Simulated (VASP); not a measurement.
# TiW8C8 in VASP: further runs, part 2 of 2

VASP 6.6.1. The steps go on from the part before.

**3. Single point, PBE**

INCAR

```
SYSTEM = TiW8C8
PREC     = Accurate       ! precision mode
ENCUT    = 520            ! plane-wave cutoff, eV
EDIFF    = 1E-6           ! SCF threshold, eV
ISMEAR   = 0              ! smearing method
SIGMA    = 0.05           ! smearing width, eV
LREAL    = Auto         
LASPH    = .TRUE.         ! aspherical terms in the spheres
NELM     = 100            ! most SCF steps
ALGO     = Normal         ! electronic algorithm
ISIF     = 2              ! what is computed and relaxed
LWAVE    = .FALSE.        ! write WAVECAR
LCHARG   = .TRUE.         ! write CHGCAR
GGA      = PE             ! functional
LELF     = .TRUE.         ! ELF
LVHAR    = .TRUE.       
NBANDS   = 92             ! bands
```

KPOINTS

```
regular mesh
0
G
  4 4 1
  0 0 0
```

POSCAR

```
TiW8C8
1.0
    5.8034000000      0.0000000000      0.0000000000
   -2.9017000000      5.0258920000      0.0000000000
    0.0000000000      0.0000000000     17.2429000000
W C Ti
8 8 1
Direct
    0.0000000000      0.0000000000      0.0579948849
    0.0034778840      0.0042521805      0.2270002146
    0.0000000000      0.5000000000      0.0579948849
   -0.0022634850      0.5042702867      0.2233768102
    0.5000000000      0.0000000000      0.0579948849
    0.4980983798      0.0034318286      0.2180754977
    0.5000000000      0.5000000000      0.0579948849
    0.4972437502      0.4981167522      0.2272273805
    0.3318628242      0.1685338642      0.1341045880
    0.3435694883      0.1581042728      0.2947288449
    0.3303939926      0.6655841391      0.1347449675
    0.3242518561      0.6763125829      0.2959160002
    0.8348988808      0.1701234328      0.1346589611
    0.8270948199      0.1785205492      0.2955958104
    0.8323047915      0.6679021356      0.1362152538
    0.8267591514      0.6758607228      0.2944575448
    0.5924166666      0.9125395054      0.3633242088
```

Potentials or basis: VASP PAW PBE potentials, release 64 (W_sv, C, Ti_sv).

Run with:

```bash
$ cat potpaw_PBE.64/W_sv/POTCAR potpaw_PBE.64/C/POTCAR potpaw_PBE.64/Ti_sv/POTCAR > POTCAR
$ mpirun -np 1 vasp_std > vasp.out
```

OUTCAR:

```text
SYSTEM = TiW8C8
   PREC = Accurate
   ENCUT = 520
   EDIFF = 1E-6
   ISMEAR = 0
   LREAL = Auto
   LASPH = .TRUE.
   NELM = 100
   ISIF = 2
   GGA = PE

 ion  position               nearest neighbor table
   1  0.000  0.000  0.058-   9 2.12  13 2.14  15 2.15   5 2.90   5 2.90   3 2.90   3 2.90   7 2.90
                             7 2.90   2 2.91
   2  0.003  0.004  0.227-  16 2.02  10 2.07  14 2.12   9 2.30  15 2.30  13 2.32   8 2.87   6 2.88
                             4 2.89   1 2.91   4 2.92   6 2.93   8 2.94  17 3.20
   3  0.000  0.500  0.058-  13 2.12  11 2.12  15 2.16   4 2.85   7 2.90   7 2.90   5 2.90   1 2.90
                             1 2.90   5 2.90
   4  0.998  0.504  0.223-  14 2.06  12 2.06  16 2.11  15 2.23  11 2.27  13 2.27   3 2.85   2 2.89
                             8 2.89   6 2.90   6 2.90   8 2.92   2 2.92
   5  0.500  0.000  0.058-  11 2.14  13 2.14   9 2.14   6 2.76   1 2.90   1 2.90   3 2.90   7 2.90
                             7 2.90   3 2.90
   6  0.498  0.003  0.218-  10 2.04  12 2.12  14 2.13   9 2.21  13 2.22  11 2.22  17 2.67   5 2.76
                             2 2.88   8 2.88   4 2.90   4 2.90   8 2.93   2 2.93
   7  0.500  0.500  0.058-   9 2.12  11 2.14  15 2.15   3 2.90   3 2.90   1 2.90   5 2.90   5 2.90
                             1 2.90   8 2.92
   8  0.497  0.498  0.227-  16 2.02  10 2.07  12 2.13  15 2.30   9 2.31  11 2.32   2 2.87   6 2.88
                             4 2.89   4 2.92   7 2.92   6 2.93   2 2.94  17 3.20
   9  0.332  0.169  0.134-   7 2.12   1 2.12   5 2.14   6 2.21   2 2.30   8 2.31
  10  0.344  0.158  0.295-   6 2.04   8 2.07   2 2.07
  11  0.330  0.666  0.135-   3 2.12   5 2.14   7 2.14   6 2.22   4 2.27   8 2.32
  12  0.324  0.676  0.296-  17 1.88   4 2.06   6 2.12   8 2.13
  13  0.835  0.170  0.135-   3 2.12   5 2.14   1 2.14   6 2.22   4 2.27   2 2.32
  14  0.827  0.179  0.296-  17 1.87   4 2.06   2 2.12   6 2.13
  15  0.832  0.668  0.136-   1 2.15   7 2.15   3 2.16   4 2.23   8 2.30   2 2.30
  16  0.827  0.676  0.294-   2 2.02   8 2.02   4 2.11
  17  0.592  0.913  0.363-  14 1.87  12 1.88   6 2.67   2 3.20   8 3.20

  LATTYP: Found a hexagonal cell.
 ALAT       =     5.8034000000
 C/A-ratio  =     2.9711720715

  Lattice vectors:

 A1 = (   5.8034000000,   0.0000000000,   0.0000000000)
 A2 = (  -2.9017000000,   5.0258920000,   0.0000000000)
 A3 = (   0.0000000000,   0.0000000000,  17.2429000000)

Analysis of symmetry for initial positions (statically):
=====================================================================
 Subroutine PRICEL returns:
 Original cell was already a primitive cell.

 Routine SETGRP: Setting up the symmetry group for a
 hexagonal supercell.

 Subroutine GETGRP returns: Found  1 space group operations
 (whereof  1 operations were pure point group operations)
 out of a pool of 24 trial point group operations.

The static configuration has the point symmetry C_1 .

Analysis of symmetry for dynamics (positions and initial velocities):
=====================================================================
 Subroutine PRICEL returns:
 Original cell was already a primitive cell.

 Routine SETGRP: Setting up the symmetry group for a
 hexagonal supercell.

 Subroutine GETGRP returns: Found  1 space group operations
 (whereof  1 operations were pure point group operations)
 out of a pool of 24 trial point group operations.

The dynamic configuration has the point symmetry C_1 .

 Subroutine INISYM returns: Found  1 space group operations
 (whereof  1 operations are pure point group operations),
[... 94 lines left out ...]
   number of dos      NEDOS =    301   number of ions     NIONS =     17
   total plane-waves  NPLWV = 294912
   dimension x,y,z NGX =    48 NGY =   48 NGZ =  128
   dimension x,y,z NGXF=    96 NGYF=   96 NGZF=  256
   ions per type =               8   8   1
   NGX,Y,Z   is equivalent  to a cutoff of  13.75, 13.75, 12.34 a.u.
   NGXF,Y,Z  is equivalent  to a cutoff of  27.50, 27.50, 24.68 a.u.
 SYSTEM =  TiW8C8
   PREC   = accura    normal or accurate (medium, high low for compatibility)
   ISTART =      0    job   : 0-new  1-cont  2-samecut
   ICHARG =      2    charge: 1-file 2-atom 10-const
   ISPIN  =      1    spin polarized calculation?
   LNONCOLLINEAR =      F non collinear calculations
   LSORBIT =      F    spin-orbit coupling
   LASPH  =      T    aspherical Exc in radial PAW
   ENCUT  =  520.0 eV  38.22 Ry    6.18 a.u.  10.79 10.79 32.06*2*pi/ulx,y,z
   NELM   =    100;   NELMIN=  2; NELMDL= -5     # of ELM steps
   EDIFF  = 0.1E-05   stopping-criterion for ELM
   LREAL  =      T    real-space projection
   EDIFFG = 0.1E-04   stopping-criterion for IOM
   NSW    =      0    number of steps for IOM
   IBRION =     -1    ionic relax: 0-MD 1-quasi-New 2-CG
   NFREE  =      0    steps in history (QN), initial steepest desc. (CG)
   ISIF   =      2    stress and relaxation
   ISYM   =      2    0-nonsym 1-usesym 2-fastsym
   POTIM  = 0.5000    time-step for ionic-motion
   TEBEG  =    0.0;   TEEND  =   0.0 temperature during run
   PSTRESS=    0.0 pullay stress
   NELECT =     156.0000    total number of electrons
   NUPDOWN=      -1.0000    fix difference up-down
   EMIN   =  10.00;   EMAX   =-10.00  energy-range for DOS
   EFERMI =   0.00;   METHOD = LEGACY
   ISMEAR =     0;   SIGMA  =   0.05  broadening in eV -4-tet -1-fermi 0-gaus
   EFERMI_NEDOS =   21; number of points for ismear=-14 and -15
   IALGO  =     38    algorithm
   IMIX   =      4    mixing-type and parameters
     AMIX     =   0.40;   BMIX     =  1.00
     AMIX_MAG =   1.60;   BMIX_MAG =  1.00
  volume/ion in A,a.u.               =      29.58       199.64
  Fermi-wavevector in a.u.,A,eV,Ry     =   1.108190  2.094176 16.709123  1.228086
  Thomas-Fermi vector in A             =   2.244714
   LORBIT       =      0    0 simple, 1 ext, 2 COOP (PROOUT), +10 PAW based schemes
   GGA     = PE    functional components
   LHFCALC =     F    Hartree Fock is set to
   AEXX    =    0.0000 exact exchange contribution
   IVDW    =     0    specifies the selected vdW correction
   LEPSILON=     F    determine dielectric tensor
   LRPA    =     F    only Hartree local field effects (RPA)
 non-spin polarized calculation
 Gauss-broadening in eV      SIGMA  =   0.05
  energy-cutoff  :      520.00
  volume of cell :      502.93
 maximum number of plane-waves:     13568
 NGX is ok and might be reduce to    48
   NGX = 21   NGY = 21   NGZ = 65

 number of electron     155.9999995 magnetization

 Free energy of the ion-electron system (eV)
  ---------------------------------------------------
  ext. energy  EPLUGINS =         0.00000000
  ---------------------------------------------------
  free energy    TOTEN  =      -172.71455785 eV

  energy without entropy =     -172.70350216  energy(sigma->0) =     -172.70903001

 E-fermi :   1.5940     XC(G=0):  -6.1707

 val. band max:        1.5795047122   @ k =   0.2500  -0.0000   0.0000
 cond. band min:       1.6171201622   @ k =  -0.2500   0.2500   0.0000
 fundamental gap:      0.0376154500
 Fermi energy:         1.5939690107

 k-point     1 :       0.0000    0.0000    0.0000
  band No.  band energies     occupation
      1     -72.3694      2.00000
      2     -72.3334      2.00000
      3     -72.2835      2.00000
      4     -72.2416      2.00000
      5     -72.2320      2.00000
      6     -72.2078      2.00000
[... 919 lines left out ...]
     89       3.7176      0.00000
     90       3.9133      0.00000
 [bands above 90 left out]

------------------------ aborting loop because EDIFF is reached ----------------------------------------

  FORCE on cell =-STRESS in cart. coord.  units (eV):
  Direction    XX          YY          ZZ          XY          YZ          ZX
  --------------------------------------------------------------------------------------
  -------------------------------------------------------------------------------------
  Total        1.5879105      3.5747761      0.1483731      1.4605922     -2.7517964      3.9817356
  in kB        5.0586033     11.3881574      0.4726718      4.6530059     -8.7663926     12.6846075
  external PRESSURE =       5.6398109 kB  Pullay stress =       0.0000000 kB

 VOLUME and BASIS-vectors are now :
 -----------------------------------------------------------------------------
  energy-cutoff  :      520.00
  volume of cell :      502.93
      direct lattice vectors                 reciprocal lattice vectors
     5.803400000  0.000000000  0.000000000     0.172312782  0.099484828  0.000000000
    -2.901700000  5.025892000  0.000000000     0.000000000  0.198969656  0.000000000
     0.000000000  0.000000000 17.242900000     0.000000000  0.000000000  0.057994885

 POSITION                                       TOTAL-FORCE (eV/Angst)
 -----------------------------------------------------------------------------------
      0.00000      0.00000      1.00000        -0.144866      0.064269      0.380885
      0.00784      0.02137      3.91414        -0.035931      0.046685      0.019491
     -1.45085      2.51295      1.00000        -0.180600      0.125804     -0.061340
      4.32702      2.53441      3.85166        -0.103594      0.070251     -0.057151
      2.90170      0.00000      1.00000         0.010499      0.007393     -0.820881
      2.88071      0.01725      3.76025        -0.076001      0.049447      0.012592
[... 9 lines left out ...]
      2.83687      3.39680      5.07730        -0.192341      0.091340      0.234003
      0.79012      4.58632      6.26476         1.335282     -0.843167     -0.034625
 -----------------------------------------------------------------------------------
    total drift:                               -0.013677      0.004142     -0.001412

  FREE ENERGIE OF THE ION-ELECTRON SYSTEM (eV)
  ---------------------------------------------------
  free  energy   TOTEN  =      -172.7145578502 eV

  energy  without entropy=     -172.7035021617  energy(sigma->0) =     -172.70903001
```

Wall time 15 min (1 thread of Intel Xeon 6975P-C (Granite Rapids), shared host); peak memory 0.77 GiB.

Results:

```
Free energy            : -172.7146 eV
Largest force          : 1.580 eV/Å
Band gap on the k mesh : zero (bands 78 and 79 overlap by 0.73 eV)
```

Forces in eV/Å, atoms in the order of the input:
```
W   -0.145  0.064  0.381
W   -0.036  0.047  0.019
W   -0.181  0.126 -0.061
W   -0.104  0.070 -0.057
W    0.010  0.007 -0.821
W   -0.076  0.049  0.013
W   -0.118  0.118  0.404
W   -0.047  0.020  0.002
C   -0.022  0.014 -0.035
C   -0.045  0.045 -0.053
C   -0.039  0.012  0.007
C   -0.194 -0.048 -0.019
C   -0.028  0.034  0.014
C   -0.095  0.173  0.000
C   -0.024  0.020  0.007
C   -0.192  0.091  0.234
Ti   1.335 -0.843 -0.035
```

Caveat: there is no dipole correction, which matters where the two faces differ; spin-orbit coupling is left out, which moves the levels of the heavy elements.

The gap in the log of VASP goes by the Fermi energy; the results here count the filled bands.